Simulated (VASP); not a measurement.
## In: single point with PBEsol

Crystal: In.

```
In
1.0
    -1.55025    1.55025    2.41434
     1.55025   -1.55025    2.41434
     1.55025    1.55025   -2.41434
In
1
Cartesian
  0.0000 0.0000 0.0000
```

```
Program                : VASP 6.6.1
Task                   : single point
Functional             : PBEsol
Potentials or basis    : VASP PAW PBE potentials, release 64 (In_d)
Cutoff                 : 520 eV
k mesh                 : 18 × 18 × 18
Occupations            : gaussian, width 0.1 eV
Spin                   : no spin polarisation
Dipole correction      : no
Further INCAR settings : ALGO = Fast; EDIFF = 1e-06; NBANDS = 12
```

```json
{
 "Pressure": "5.5 GPa",
 "Band gap on the k mesh": "zero (an odd number of electrons rules out a gap without spin polarisation)"
}
```

Levels at points of the mesh, in eV from the Fermi level:
```tsv
k point	band 3	band 4	band 5	band 6	band 7	band 8	band 9	band 10
(0.00, 0.00, 0.00)	-14.67	-14.59	-14.41	-10.47	11.59	11.59	11.83	11.86
(0.50, 0.00, 0.00)	-14.65	-14.32	-14.25	-4.39	-3.96	7.84	10.32	11.54
(0.50, 0.50, 0.00)	-14.31	-14.30	-14.15	-2.28	-1.23	3.56	4.11	7.55
(0.50, 0.50, 0.50)	-14.28	-14.25	-14.25	-3.33	-3.12	5.25	5.25	8.96
```

It took 2 min on 1 thread of Intel Xeon 8259CL (shared host), peak memory 0.24 GiB.

Caveat: the cell stands under pressure; the PAW data sets were made with another functional, which shifts forces and pressure a little; spin-orbit coupling is left out, which moves the levels of the heavy elements.
